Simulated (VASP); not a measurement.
Here is a VASP 6.6.1 calculation.

File POSCAR:

```
Os
1.0
    2.7341000000      0.0000000000      0.0000000000
   -1.3670500000      2.3678000565      0.0000000000
    0.0000000000      0.0000000000      4.3197000000
Os
2
Direct
    0.2333333333      0.6166666667      0.1750000000
    0.7666666667      0.3833333333      0.8250000000
```

INCAR.step1

```
PREC = Accurate
ENCUT = 520
ISMEAR = -1
SIGMA = 0.05
LREAL = False
LASPH = True
NELM = 100
NBANDS = 15
GGA = PE
ALGO = Normal
EDIFF = 1E-4
LWAVE = True
LCHARG = False
```

INCAR.step2

```
PREC = Accurate
ENCUT = 520
EDIFF = 1E-8
ISMEAR = -1
SIGMA = 0.05
LREAL = False
LASPH = True
NELM = 100
ALGO = Normal
ISIF = 2
LWAVE = False
LCHARG = False
METAGGA = R2SCAN
LMIXTAU = True
LEFG = True
NBANDS = 15
ISTART = 1
```

Contents of KPOINTS:

```
Automatic mesh
0
Gamma
  13 13 7
```

Potentials or basis: VASP PAW PBE potentials, release 64 (Os).

Launch:

```console
$ cat potpaw_PBE.64/Os/POTCAR > POTCAR
$ cp INCAR.step1 INCAR
$ mpirun -np 1 vasp_std > vasp.out
$ cp INCAR.step2 INCAR
$ mpirun -np 1 vasp_std > vasp.out
```

(1) Estimate the pressure.

(2) Estimate the band gap on the k mesh.

(3) What does it give for the largest force?

Answers

(1) 144.2 GPa.

(2) zero (bands 8 and 9 overlap by 2.62 eV).

(3) 25.416 eV/Å.

Caveat: the cell differs from its parent crystal (shortest bond scaled by 0.7); atoms lie so close that the PAW spheres overlap strongly, which falsifies energies and pressures; the stress differs along the axes, from 86 to 188 GPa; without QUAD_EFG the Cq values of the log hold for a quadrupole moment of 1 mb, not for the nuclei; the PAW data sets were made with another functional, which shifts forces and pressure a little; spin-orbit coupling is left out, which moves the levels of the heavy elements.
